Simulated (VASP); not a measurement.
# Al16HO in VASP: single point with PBE

Aim: the single point of Al16HO with PBE.

Program: VASP 6.6.1. These are calculated values, not measurements. Logs are shortened: lines on timing, memory, paths and dates and some standing lists are left out, and cuts for length are marked.

## (1) The cell of the first run

The cell holds a slab with vacuum, 18 atoms: a = 5.728 Å, b = 5.728 Å, c = 18.015 Å, α = 90.00°, β = 90.00°, γ = 60.00°.

## (2) Single point, PBE

The input, INCAR:

```
SYSTEM = Al16HO
PREC     = Accurate       ! precision mode
ENCUT    = 520            ! plane-wave cutoff, eV
EDIFF    = 1E-7           ! SCF threshold, eV
ISMEAR   = -1             ! smearing method
SIGMA    = 0.15           ! smearing width, eV
LREAL    = Auto         
LASPH    = .True.         ! aspherical terms in the spheres
NELM     = 100            ! most SCF steps
ALGO     = Normal         ! electronic algorithm
ISIF     = 2              ! what is computed and relaxed
LWAVE    = .False.        ! write WAVECAR
LCHARG   = .False.        ! write CHGCAR
GGA      = PE             ! functional
NBANDS   = 42             ! bands
```

The input, KPOINTS:

```
regular mesh
0
Gamma
  2 2 1
  0 0 0
```

The input, POSCAR:

```
Al16HO
1.0
    5.7275650000      0.0000000000      0.0000000000
    2.8637820000      4.9602170000      0.0000000000
    0.0000000000      0.0000000000     18.0148060000
Al O H
16 1 1
Direct
    0.0000000000      0.0000000000      0.0555099000
    0.5000000000      0.0000000000      0.0555099000
    0.0000000000      0.5000000000      0.0555099000
    0.5000000000      0.5000000000      0.0555099000
    0.1674319553      0.1676798666      0.1859786581
    0.6635810034      0.1682198974      0.1858842112
    0.1674951080      0.6648275296      0.1859698755
    0.6654035751      0.6673214683      0.1875025794
   -0.1640867656      0.3267873246      0.3066821333
    0.3327108341      0.3336135415      0.3061811495
   -0.1640346741      0.8373131784      0.3066667457
    0.3258372305      0.8370816829      0.3073394786
   -0.0060284551      0.0031262877      0.4889541705
    0.4963601455      0.0013936758      0.4447266078
   -0.0018762658      0.5009827970      0.4435139529
    0.4963123794      0.5022869128      0.4447377774
   -0.0352943153      0.0173278646      0.5848969021
    0.1168639154     -0.0574583120      0.6184246286
```

Potentials or basis: VASP PAW PBE potentials, release 64 (Al, O, H).

Command:

```
> cat potpaw_PBE.64/Al/POTCAR potpaw_PBE.64/O/POTCAR potpaw_PBE.64/H/POTCAR > POTCAR
> mpirun -np 1 vasp_std > vasp.out
```

OUTCAR:

```text
SYSTEM = Al16HO
   PREC = Accurate
   ENCUT = 520
   EDIFF = 1E-7
   ISMEAR = -1
   LREAL = Auto
   LASPH = .True.
   NELM = 100
   ISIF = 2
   GGA = PE

 ion  position               nearest neighbor table
   1  0.000  0.000  0.056-   3 2.86   3 2.86   2 2.86   2 2.86   4 2.86   4 2.86   5 2.88   7 2.88
                             6 2.88
   2  0.500  0.000  0.056-   4 2.86   4 2.86   1 2.86   1 2.86   3 2.86   3 2.86   6 2.87   5 2.87
                             8 2.89
   3  0.000  0.500  0.056-   1 2.86   1 2.86   4 2.86   4 2.86   2 2.86   2 2.86   7 2.87   5 2.87
                             8 2.90
   4  0.500  0.500  0.056-   2 2.86   2 2.86   3 2.86   3 2.86   1 2.86   1 2.86   6 2.87   7 2.87
                             8 2.89
   5  0.167  0.168  0.186-  10 2.72   9 2.73  12 2.73   6 2.84   7 2.85   8 2.86   8 2.87   3 2.87
                             2 2.87   1 2.88   7 2.88   6 2.88
   6  0.664  0.168  0.186-  10 2.72  11 2.73   9 2.73   7 2.84   5 2.84   8 2.86   8 2.86   4 2.87
                             2 2.87   1 2.88   5 2.88   7 2.88
   7  0.167  0.665  0.186-  10 2.72  11 2.73  12 2.73   6 2.84   5 2.85   8 2.86   8 2.87   3 2.87
                             4 2.87   1 2.88   5 2.88   6 2.88
   8  0.665  0.667  0.188-  11 2.73   9 2.73  12 2.74   7 2.86   5 2.86   6 2.86   6 2.86   5 2.87
                             7 2.87   2 2.89   4 2.89   3 2.90
   9  0.836  0.327  0.307-   6 2.73   5 2.73   8 2.73  11 2.80  12 2.81  10 2.86  10 2.87  12 2.92
                            11 2.92  15 2.98  16 3.00
  10  0.333  0.334  0.306-   5 2.72   7 2.72   6 2.72  11 2.86   9 2.86  12 2.86  12 2.86   9 2.87
                            11 2.87  15 2.98  14 2.99  16 2.99
  11  0.836  0.837  0.307-   6 2.73   7 2.73   8 2.73   9 2.80  12 2.81  10 2.86  10 2.87  12 2.92
                             9 2.92  15 2.98  14 3.00
  12  0.326  0.837  0.307-   5 2.73   7 2.73   8 2.74  11 2.81   9 2.81  10 2.86  10 2.86   9 2.92
                            11 2.92  14 2.98  16 2.98
  13  0.994  0.003  0.489-  17 1.73  16 2.96  14 2.96  15 2.98  15 2.98  14 2.98  16 2.98
  14  0.496  0.001  0.445-  15 2.86  16 2.86  16 2.87  15 2.87  13 2.96  12 2.98  13 2.98  10 2.99
                            11 3.00
  15  0.998  0.501  0.444-  16 2.86  14 2.86  14 2.87  16 2.87   9 2.98  11 2.98  13 2.98  13 2.98
                            10 2.98
  16  0.496  0.502  0.445-  15 2.86  14 2.86  14 2.87  15 2.87  13 2.96  12 2.98  13 2.98  10 2.99
                             9 3.00
  17  0.965  0.017  0.585-  18 0.97  13 1.73
  18  0.117  0.943  0.618-  17 0.97

  LATTYP: Found a hexagonal cell.
 ALAT       =     5.7275649303
 C/A-ratio  =     3.1452818465

  Lattice vectors:

 A1 = (  -2.8637820000,  -4.9602170000,   0.0000000000)
 A2 = (   5.7275650000,   0.0000000000,   0.0000000000)
 A3 = (   0.0000000000,   0.0000000000,  18.0148060000)

Analysis of symmetry for initial positions (statically):
=====================================================================
 Subroutine PRICEL returns:
 Original cell was already a primitive cell.

 Routine SETGRP: Setting up the symmetry group for a
 hexagonal supercell.

 Subroutine GETGRP returns: Found  1 space group operations
 (whereof  1 operations were pure point group operations)
 out of a pool of 24 trial point group operations.

The static configuration has the point symmetry C_1 .

Analysis of symmetry for dynamics (positions and initial velocities):
=====================================================================
 Subroutine PRICEL returns:
 Original cell was already a primitive cell.

 Routine SETGRP: Setting up the symmetry group for a
 hexagonal supercell.

 Subroutine GETGRP returns: Found  1 space group operations
 (whereof  1 operations were pure point group operations)
 out of a pool of 24 trial point group operations.

The dynamic configuration has the point symmetry C_1 .

 Subroutine INISYM returns: Found  1 space group operations
 (whereof  1 operations are pure point group operations),
 and found     1 'primitive' translations

----------------------------------------------------------------------------------------

                                     Primitive cell

  volume of cell :     511.8000

  direct lattice vectors                    reciprocal lattice vectors
     5.727565000  0.000000000  0.000000000     0.174594265 -0.100802024  0.000000000
     2.863782000  4.960217000  0.000000000     0.000000000  0.201604083  0.000000000
     0.000000000  0.000000000 18.014806000     0.000000000  0.000000000  0.055509896

[... 45 lines left out ...]

 KPOINTS: regular mesh

Automatic generation of k-mesh.
 Grid dimensions read from file:
 generate k-points for:    2    2    1

 Generating k-lattice:

  Cartesian coordinates                     Fractional coordinates (reciprocal lattice)
     0.087297132 -0.050401012  0.000000000     0.500000000  0.000000000  0.000000000
     0.000000000  0.100802042  0.000000000     0.000000000  0.500000000  0.000000000
     0.000000000  0.000000000  0.055509896     0.000000000  0.000000000  1.000000000

  Length of vectors
     0.100802040  0.100802042  0.055509896

  Shift w.r.t. Gamma in fractional coordinates (k-lattice)
     0.000000000  0.000000000  0.000000000

 Subroutine IBZKPT returns following result:
 ===========================================

 Found      4 irreducible k-points:

 Following reciprocal coordinates:
            Coordinates               Weight
  0.000000  0.000000  0.000000      1.000000
  0.500000  0.000000  0.000000      1.000000
  0.500000  0.500000  0.000000      1.000000
  0.000000  0.500000  0.000000      1.000000
   k-points           NKPTS =      4   k-points in BZ     NKDIM =      4   number of bands    NBANDS=     42
   number of dos      NEDOS =    301   number of ions     NIONS =     18
   total plane-waves  NPLWV = 322560
   dimension x,y,z NGX =    48 NGY =   48 NGZ =  140
   dimension x,y,z NGXF=    96 NGYF=   96 NGZF=  280
   ions per type =              16   1   1
   NGX,Y,Z   is equivalent  to a cutoff of  13.93, 13.93, 12.92 a.u.
   NGXF,Y,Z  is equivalent  to a cutoff of  27.86, 27.86, 25.84 a.u.
 SYSTEM =  Al16HO
   PREC   = accura    normal or accurate (medium, high low for compatibility)
   ISTART =      0    job   : 0-new  1-cont  2-samecut
   ICHARG =      2    charge: 1-file 2-atom 10-const
   ISPIN  =      1    spin polarized calculation?
   LNONCOLLINEAR =      F non collinear calculations
   LSORBIT =      F    spin-orbit coupling
   LASPH  =      T    aspherical Exc in radial PAW
   ENCUT  =  520.0 eV  38.22 Ry    6.18 a.u.  10.65 10.65 33.50*2*pi/ulx,y,z
   NELM   =    100;   NELMIN=  2; NELMDL= -5     # of ELM steps
   EDIFF  = 0.1E-06   stopping-criterion for ELM
   LREAL  =      T    real-space projection
   EDIFFG = 0.1E-05   stopping-criterion for IOM
   NSW    =      0    number of steps for IOM
   IBRION =     -1    ionic relax: 0-MD 1-quasi-New 2-CG
   NFREE  =      0    steps in history (QN), initial steepest desc. (CG)
   ISIF   =      2    stress and relaxation
   ISYM   =      2    0-nonsym 1-usesym 2-fastsym
   POTIM  = 0.5000    time-step for ionic-motion
   TEBEG  =    0.0;   TEEND  =   0.0 temperature during run
   PSTRESS=    0.0 pullay stress
   NELECT =      55.0000    total number of electrons
   NUPDOWN=      -1.0000    fix difference up-down
   EMIN   =  10.00;   EMAX   =-10.00  energy-range for DOS
   EFERMI =   0.00;   METHOD = LEGACY
   ISMEAR =    -1;   SIGMA  =   0.15  broadening in eV -4-tet -1-fermi 0-gaus
   EFERMI_NEDOS =   21; number of points for ismear=-14 and -15
   IALGO  =     38    algorithm
   IMIX   =      4    mixing-type and parameters
     AMIX     =   0.40;   BMIX     =  1.00
     AMIX_MAG =   1.60;   BMIX_MAG =  1.00
  volume/ion in A,a.u.               =      28.43       191.88
  Fermi-wavevector in a.u.,A,eV,Ry     =   0.778327  1.470825  8.242321  0.605793
  Thomas-Fermi vector in A             =   1.881200
   LORBIT       =      0    0 simple, 1 ext, 2 COOP (PROOUT), +10 PAW based schemes
   GGA     = PE    functional components
   LHFCALC =     F    Hartree Fock is set to
   AEXX    =    0.0000 exact exchange contribution
   IVDW    =     0    specifies the selected vdW correction
   LEPSILON=     F    determine dielectric tensor
   LRPA    =     F    only Hartree local field effects (RPA)
 non-spin polarized calculation
  energy-cutoff  :      520.00
  volume of cell :      511.80
 maximum number of plane-waves:     13819
 NGX is ok and might be reduce to    48
   NGX = 21   NGY = 21   NGZ = 67

 number of electron      55.0000001 magnetization

 Free energy of the ion-electron system (eV)
  ---------------------------------------------------
  ext. energy  EPLUGINS =         0.00000000
  ---------------------------------------------------
  free energy    TOTEN  =       -67.23985267 eV

  energy without entropy =      -66.68224059  energy(sigma->0) =      -66.96104663

 E-fermi :   2.4508     XC(G=0):  -6.5898

 val. band max:        2.4425474255   @ k =   0.0000   0.0000   0.0000
 cond. band min:       2.4739840631   @ k =   0.0000   0.0000   0.0000
 fundamental gap:      0.0314366376
 Fermi energy:         2.4507836126

 k-point     1 :       0.0000    0.0000    0.0000
  band No.  band energies     occupation
      1     -17.4046      2.00000
      2      -8.3199      2.00000
      3      -7.1487      2.00000
      4      -6.0003      2.00000
      5      -5.2656      2.00000
      6      -3.4492      2.00000
[... 157 lines left out ...]
     38       4.6942      0.00000
     39       4.7914      0.00000
 [bands above 39 left out]

------------------------ aborting loop because EDIFF is reached ----------------------------------------

  FORCE on cell =-STRESS in cart. coord.  units (eV):
  Direction    XX          YY          ZZ          XY          YZ          ZX
  --------------------------------------------------------------------------------------
  -------------------------------------------------------------------------------------
  Total       -3.3588566     -3.3884393     -0.0133898     -0.0249635     -0.0550580      0.0964578
  in kB      -10.5148177    -10.6074257     -0.0419165     -0.0781475     -0.1723576      0.3019588
  external PRESSURE =      -7.0547200 kB  Pullay stress =       0.0000000 kB

 VOLUME and BASIS-vectors are now :
 -----------------------------------------------------------------------------
  energy-cutoff  :      520.00
  volume of cell :      511.80
      direct lattice vectors                 reciprocal lattice vectors
     5.727565000  0.000000000  0.000000000     0.174594265 -0.100802024  0.000000000
     2.863782000  4.960217000  0.000000000     0.000000000  0.201604083  0.000000000
     0.000000000  0.000000000 18.014806000     0.000000000  0.000000000  0.055509896

 POSITION                                       TOTAL-FORCE (eV/Angst)
 -----------------------------------------------------------------------------------
      0.00000      0.00000      1.00000         0.003157     -0.001429      0.064614
      2.86378      0.00000      1.00000        -0.006220      0.003712     -0.021726
      1.43189      2.48011      1.00000         0.004253     -0.003024     -0.009578
      4.29567      2.48011      1.00000        -0.005948      0.003207     -0.021924
      1.43918      0.83173      3.35037         0.003065      0.001108     -0.002565
      4.28245      0.83441      3.34867        -0.000876      0.000453      0.002503
[... 10 lines left out ...]
      5.57504      0.08595     10.53680        -0.059966      0.034615     -0.056761
      3.36858      4.67521     11.14080         0.067921     -0.038534      0.068967
 -----------------------------------------------------------------------------------
    total drift:                               -0.009963      0.007414      0.013077

  FREE ENERGIE OF THE ION-ELECTRON SYSTEM (eV)
  ---------------------------------------------------
  free  energy   TOTEN  =       -67.2398526731 eV

  energy  without entropy=      -66.6822405904  energy(sigma->0) =      -66.96104663
```

Wall time 3.9 min (1 thread of Intel Xeon Platinum 8259CL at 2.50GHz (Skylake/Cascade Lake), shared host); peak memory 0.64 GiB.

What came out:

```
Free energy            : -67.2399 eV
Largest force          : 0.104 eV/Å
Band gap on the k mesh : zero (an odd number of electrons rules out a gap without spin polarisation)
```

Forces in eV/Å, atoms in the order of the input:
```
Al   0.003 -0.001  0.065
Al  -0.006  0.004 -0.022
Al   0.004 -0.003 -0.010
Al  -0.006  0.003 -0.022
Al   0.003  0.001 -0.003
Al  -0.001  0.000  0.003
Al   0.000 -0.003 -0.002
Al   0.001 -0.001  0.001
Al  -0.005 -0.002  0.010
Al   0.009 -0.005 -0.004
Al  -0.001  0.005  0.010
Al  -0.002  0.001 -0.018
Al  -0.002  0.001 -0.005
Al   0.003  0.005 -0.009
Al  -0.006  0.004  0.004
Al  -0.002 -0.006 -0.010
O   -0.060  0.035 -0.057
H    0.068 -0.039  0.069
```

Caveat: the k points lie up to 0.63 Å⁻¹ apart, too coarse for converged energies and pressures of a metal; there is no dipole correction, which matters where the two faces differ.

The gap in the log of VASP goes by the Fermi energy; the results here count the filled bands.